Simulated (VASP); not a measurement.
A run of VASP 6.6.1 is set up as follows.

The input INCAR:

```
PREC = Accurate ; ENCUT = 520
EDIFF = 1E-7 ; ISMEAR = 0
SIGMA = 0.1 ; LREAL = F
LASPH = T ; NELM = 100
ALGO = Normal ; ISIF = 2
LWAVE = F ; LCHARG = F
GGA = PS ; NBANDS = 21
```

KPOINTS

```
regular mesh
0
Gamma
  12 12 4
```

POSCAR

```
WF2
1.0
    2.7550275258      0.0000000000      0.0000000000
   -1.3775137629      2.3859238255      0.0000000000
    0.0000000000      0.0000000000      5.8359788445
W F
1 2
Direct
    0.0000000000      0.0000000000      0.0000000000
    0.3333333333      0.6666666667      0.2583352476
    0.6666666667      0.3333333333      0.7416647524
```

Potentials or basis: VASP PAW PBE potentials, release 64 (W_sv, F).

Run with:

```console
$ cat potpaw_PBE.64/W_sv/POTCAR potpaw_PBE.64/F/POTCAR > POTCAR
$ mpirun -np 1 vasp_std > vasp.out
```

Task: Estimate the band gap on the k mesh.

Result: Zero (band 14 reaches 7.36 eV, above the bottom of band 15 at 5.23 eV).

Task: Predict the largest force.

Result: 0.138 eV/Å.

Forces in eV/Å, atoms in the order of the input:
```
W    0.000  0.000  0.000
F    0.000  0.000  0.138
F    0.000  0.000 -0.138
```

Caveat: the PAW data sets were made with another functional, which shifts forces and pressure a little; spin-orbit coupling is left out, which moves the levels of the heavy elements.
